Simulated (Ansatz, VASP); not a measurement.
## Two plane-wave programs on Cu

The input INCAR:

```
SYSTEM = Cu
  PREC = Accurate
  ENCUT = 520
  EDIFF = 1E-7
  ISMEAR = 0
  SIGMA = 0.15
  LREAL = .False.
  LASPH = .True.
  NELM = 80
  ALGO = Fast
  ISIF = 2
  LWAVE = .False.
  LCHARG = .True.
  GGA = CA
  LELF = .True.
  LVHAR = .True.
  NBANDS = 12
```

The input KPOINTS:

```
regular mesh
0
Gamma
  26 26 26
  0 0 0
```

Contents of POSCAR:

```
Cu
1.0
   -1.3577204963      1.3577204963      1.5539306677
    1.3577204963     -1.3577204963      1.5539306677
    1.3577204963      1.3577204963     -1.5539306677
Cu
1
Direct
    0.0000000000      0.0000000000      0.0000000000
```

Input for Ansatz:

```yaml
crystal:
  lattice:
    - [-1.3577204963, 1.3577204963, 1.5539306677]
    - [1.3577204963, -1.3577204963, 1.5539306677]
    - [1.3577204963, 1.3577204963, -1.5539306677]
  atoms:
    - { symbol: Cu, position: [0.0, 0.0, 0.0] }
basis:
  ecutwfc: 420
kpoints:
  mp_grid: { grid: [26, 26, 26] }
hamiltonian:
  xc: lda
scf:
  occupations: { method: gaussian, width: 0.15 }
output:
  forces: true
  stress: true
  eigenvalues: true
```

Alike in both runs: task single point; functional LDA; k mesh 26 × 26 × 26; occupations gaussian, width 0.15 eV; no spin polarisation.

|  | VASP | Ansatz |
| --- | --- | --- |
| version | VASP 6.6.1 | Ansatz 0.2.0 |
| potentials or method | VASP PAW LDA potentials, release 64 (Cu), cutoff 520 eV | scalar-relativistic, plane waves, PAW |
| valence electrons in the cell | 11 | 19 |

VASP gave:

```
gap on the k mesh at the Fermi level (eV)                     : none
pressure (GPa)                                                : -6.9
traceless stress, the component that is largest in VASP (GPa) : 2.04
```

Task: What did Ansatz give for the same quantities?

Result: gap on the k mesh at the Fermi level (eV): none; pressure (GPa): -7.9; traceless stress, the component that is largest in VASP (GPa): 2.07.

LDA's correlation is that of Perdew and Zunger in VASP and of Perdew and Wang (1992) in Ansatz. A gap of «none» marks a metal or a gap that the smearing closes. VASP's potentials hold 11 valence electrons a cell and Ansatz's 19, so a difference there can come from the potentials and not from the codes.
